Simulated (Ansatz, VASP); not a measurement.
## Y3AlN4 in VASP and in Ansatz

INCAR

```
SYSTEM = Y3AlN4
PREC = Accurate
ENCUT = 520
EDIFF = 1E-6
ISMEAR = 0
SIGMA = 0.1
LREAL = .FALSE.
LASPH = .TRUE.
NELM = 60
ALGO = Normal
ISIF = 2
LWAVE = .FALSE.
LCHARG = .FALSE.
GGA = PE
NBANDS = 38
```

File KPOINTS:

```
regular mesh
0
G
  4 4 4
  0 0 0
```

File POSCAR:

```
Y3AlN4
1.0
    5.0398178000      0.0000000000      0.0000000000
    0.0000000000      5.0398178000      0.0000000000
    0.0000000000      0.0000000000      5.0398178000
Y Al N
3 1 4
Direct
    0.0000000000      0.0000000000      0.5000000000
    0.5000000000      0.0000000000      0.0000000000
    0.0000000000      0.5000000000      0.0000000000
    0.5000000000      0.5000000000      0.5000000000
    0.5000000000      0.5000000000      0.0000000000
    0.0000000000      0.5000000000      0.5000000000
    0.5000000000      0.0000000000      0.5000000000
    0.0000000000      0.0000000000      0.0000000000
```

Input for Ansatz:

```yaml
crystal:
  lattice:
    - [5.0398178, 0.0, 0.0]
    - [0.0, 5.0398178, 0.0]
    - [0.0, 0.0, 5.0398178]
  atoms:
    - { symbol: "Y", position: [0.0, 0.0, 0.5] }
    - { symbol: "Y", position: [0.5, 0.0, 0.0] }
    - { symbol: "Y", position: [0.0, 0.5, 0.0] }
    - { symbol: Al, position: [0.5, 0.5, 0.5] }
    - { symbol: "N", position: [0.5, 0.5, 0.0] }
    - { symbol: "N", position: [0.0, 0.5, 0.5] }
    - { symbol: "N", position: [0.5, 0.0, 0.5] }
    - { symbol: "N", position: [0.0, 0.0, 0.0] }
basis:
  ecutwfc: 420
kpoints:
  mp_grid: { grid: [4, 4, 4] }
hamiltonian:
  xc: pbe
scf:
  occupations: { method: gaussian, width: 0.1 }
  lower_state_search: "off"
output:
  forces: true
  stress: true
  eigenvalues: true
```

Alike in both runs: task single point; functional PBE; k mesh 4 × 4 × 4; occupations gaussian, width 0.1 eV; no spin polarisation.

|  | VASP | Ansatz |
| --- | --- | --- |
| version | VASP 6.6.1 | Ansatz 0.2.0 |
| potentials or method | VASP PAW PBE potentials, release 64 (Y_sv, Al, N), cutoff 520 eV | scalar-relativistic, plane waves, PAW |
| valence electrons in the cell | 56 | 56 |

|  | VASP | Ansatz | Ansatz less VASP |
| --- | --- | --- | --- |
| gap on the k mesh at the Fermi level (eV) | none | none | - |
| pressure (GPa) | -18.3 | -18.2 | +0.08 |

A gap of «none» marks a metal or a gap that the smearing closes. The functional is the same, so the differences come from potentials, cutoffs and numerics.
